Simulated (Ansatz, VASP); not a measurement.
**Two plane-wave programs on AlN**

```
Al N
1.0
     3.11100    0.00000    0.00000
    -1.55550    2.69421    0.00000
     0.00000    0.00000    4.97800
Al N
2 2
Direct
  0.33333 0.66667 0.00000
  0.66667 0.33333 0.50000
  0.12555 0.44397 0.38500
  0.66667 0.33333 0.88500
```

Alike in both runs: task single point; functional PBE; k mesh 12 × 12 × 6; occupations gaussian, width 0.05 eV; no spin polarisation.

|  | VASP | Ansatz |
| --- | --- | --- |
| version | VASP 6.6.1 | Ansatz 0.2.0 |
| potentials or method | VASP PAW PBE potentials, release 64 (Al, N), cutoff 520 eV | scalar-relativistic, plane waves, PAW |
| valence electrons in the cell | 16 | 16 |

Ansatz gave:

- gap on the k mesh at the Fermi level (eV): 3.00
- least direct gap on the mesh (eV): 3.00
- rms of the force components (eV/Å): 9.369

Problem. Estimate VASP's values.

Solution. gap on the k mesh at the Fermi level (eV): 3.00; least direct gap on the mesh (eV): 3.00; rms of the force components (eV/Å): 9.332.

Atom by atom the forces differ by 0.038 eV/Å (rms over components).
